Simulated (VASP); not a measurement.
CaS (Oldhamite):

```
CELL_PARAMETERS angstrom
0.00000 2.85603 2.85603
2.85603 0.00000 2.85603
2.85603 2.85603 0.00000
ATOMIC_POSITIONS crystal
Ca 0.00000 0.00000 0.00000
S 0.50000 0.50000 0.50000
```

```yaml
Program: VASP 6.6.1
Task: relaxation of cell and atoms
Functional: LDA
Potentials_or_basis: VASP PAW LDA potentials, release 64 (Ca_sv, S)
Cutoff: 500 eV
k_mesh: 8 × 8 × 8
Occupations: fermi-dirac, width 0.02 eV
Spin: no spin polarisation
```

At the start: pressure -4.3 GPa; volume 23.30 Å³/atom.

**Question.** Where does the relaxation end?

**Answer.** Over 3 steps the energy falls by 24.2 meV/atom and the volume is 21.61 Å³/atom (-7.2 %); space group Fm-3m (No. 225, to 0.05 Å).

The path:
| step | energy change (eV) | largest force (eV/Å) | pressure (GPa) | volume (Å³) |
| --- | --- | --- | --- | --- |
| 1 | 0.0000 | 0.0000 | -4.33 | 46.59 |
| 2 | -0.0455 | 0.0000 | 1.26 | 42.47 |
| 3 | -0.0485 | 0.0000 | 0.01 | 43.23 |

Final structure:
```cif
data_structure
_symmetry_space_group_name_H-M 'P 1'
_symmetry_Int_Tables_number 1
_cell_length_a 3.9394
_cell_length_b 3.9394
_cell_length_c 3.9394
_cell_angle_alpha 60.000
_cell_angle_beta 60.000
_cell_angle_gamma 60.000
_cell_volume 43.23
loop_
_atom_site_label
_atom_site_type_symbol
_atom_site_fract_x
_atom_site_fract_y
_atom_site_fract_z
_atom_site_occupancy
Ca1 Ca 0.00000 0.00000 0.00000 1
S1 S 0.50000 0.50000 0.50000 1
```
